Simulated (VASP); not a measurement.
Here is a VASP 6.6.1 calculation.

INCAR

```
SYSTEM = BN
ALGO = Normal
EDIFF = 1E-6
EDIFFG = -0.001
ENCUT = 600
GGA = PE
IBRION = 2
ISIF = 3
ISMEAR = 0
IVDW = 12
LASPH = .True.
LCHARG = .False.
LREAL = .False.
LWAVE = .False.
NELM = 100
NSW = 80
PREC = Accurate
PSTRESS = 180.0
SIGMA = 0.01
```

KPOINTS

```
k-points
0
Gamma
  12 12 4
  0 0 0
```

File POSCAR:

```
BN
1.0
    2.4924178647      0.0000000000      0.0000000000
   -1.2462089324      2.1584971877      0.0000000000
    0.0000000000      0.0000000000      5.8557726575
B N
2 2
Direct
    0.3333333333      0.6666666667      0.2500000000
    0.6666666667      0.3333333333      0.7500000000
    0.3333333333      0.6666666667      0.7500000000
    0.6666666667      0.3333333333      0.2500000000
```

Potentials or basis: VASP PAW PBE potentials, release 64 (B, N).

The run is started by

```bash
$ cat potpaw_PBE.64/B/POTCAR potpaw_PBE.64/N/POTCAR > POTCAR
$ mpirun -np 1 vasp_std > vasp.out
```

Task: Predict the space group after relaxing (to 0.1 Å).

Result: P6_3/mmc (No. 194).

Task: Predict the dispersion energy per atom.

Result: -0.185 eV.

Task: What does it give for the relaxed cell?

Result: a = 2.476 Å, b = 2.476 Å, c = 5.353 Å, α = 90.00°, β = 90.00°, γ = 120.00°.

Step by step:
| step | energy change (eV) | largest force (eV/Å) | pressure (GPa) | volume (Å³) |
| --- | --- | --- | --- | --- |
| 1 | 0.0000 | 0.0000 | 6.87 | 31.50 |
| 2 | 0.2977 | 0.0000 | 34.40 | 29.07 |
| 3 | 0.0836 | 0.0000 | 17.99 | 30.41 |
| 4 | 0.1226 | 0.0000 | 18.04 | 29.63 |
| 5 | 0.1997 | 0.0000 | 18.57 | 28.67 |
| 6 | 0.2354 | 0.0000 | 18.92 | 28.34 |
| 7 | 0.2306 | 0.0000 | 18.84 | 28.38 |
| 8 | 0.2056 | 0.0000 | 15.73 | 28.61 |
| 9 | 0.2234 | 0.0000 | 18.01 | 28.44 |
| 10 | 0.2232 | 0.0000 | 17.99 | 28.44 |
| 11 | 0.2237 | 0.0000 | 17.99 | 28.44 |
| 12 | 0.2250 | 0.0000 | 17.99 | 28.43 |

Caveat: the cell is relaxed towards a set pressure, so the run minimises the enthalpy, not the energy.
